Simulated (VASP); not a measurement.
Wanted: the native input for a VASP 6.6.1 run.

| Property | Result |
| --- | --- |
| Task | relaxation of the atoms |
| Functional | PBE |
| Potentials or basis | VASP PAW PBE potentials, release 64 (Si, N) |
| Cutoff | 520 eV |
| k mesh | 4 × 4 × 9 |
| Occupations | fermi-dirac, width 0.02 eV |
| Spin | no spin polarisation |
| Dipole correction | no |
| Further INCAR settings | ALGO = Normal; EDIFF = 1e-07; IBRION = 2; EDIFFG = -0.02; NSW = 80 |

The structure of Si3N4 lies in POSCAR:

```
Si3N4
1.0
    7.6140000000      0.0000000000      0.0000000000
   -3.8070000000      6.5939174244      0.0000000000
    0.0000000000      0.0000000000      2.9123000000
Si N
6 8
Direct
    0.1799000000      0.7733000000      0.2500000000
    0.4066000000      0.1799000000      0.7500000000
    0.2267000000      0.4066000000      0.2500000000
    0.8201000000      0.2267000000      0.7500000000
    0.5934000000      0.8201000000      0.2500000000
    0.7733000000      0.5934000000      0.7500000000
    0.3333333333      0.6666666667      0.2500000000
    0.6666666667      0.3333333333      0.7500000000
    0.3356000000      0.0330000000      0.2500000000
    0.3026000000      0.3356000000      0.7500000000
    0.9670000000      0.3026000000      0.2500000000
    0.6644000000      0.9670000000      0.7500000000
    0.6974000000      0.6644000000      0.2500000000
    0.0330000000      0.6974000000      0.7500000000
```

These files were run (other wordings do the same):

INCAR

```
SYSTEM = Si3N4
PREC = Accurate
ENCUT = 520
EDIFF = 1E-7
ISMEAR = -1
SIGMA = 0.02
LREAL = .False.
LASPH = .True.
NELM = 80
ALGO = Normal
ISIF = 2
LWAVE = .False.
LCHARG = .False.
GGA = PE
IBRION = 2
NSW = 80
EDIFFG = -0.02
KPAR = 2
```

KPOINTS

```
Automatic mesh
0
Gamma
  4 4 9
  0 0 0
```

Potentials or basis: VASP PAW PBE potentials, release 64 (Si, N).

Command:

```bash
$ cat potpaw_PBE.64/Si/POTCAR potpaw_PBE.64/N/POTCAR > POTCAR
$ mpirun -np 2 vasp_std > vasp.out
```

Results of the run:

* Energy gained by relaxing: 6.6 meV/atom
* Ionic steps: 11
* Pressure after relaxing: 4.0 GPa
* Largest force after relaxing: 0.006 eV/Å
* Band gap on the k mesh: 4.32 eV (least direct gap 4.49 eV)

It took 5.8 min on 2 MPI ranks on Intel(R) Xeon(R) Platinum 8488C (Sapphire Rapids), on a shared host, peak memory 0.32 GiB a rank.
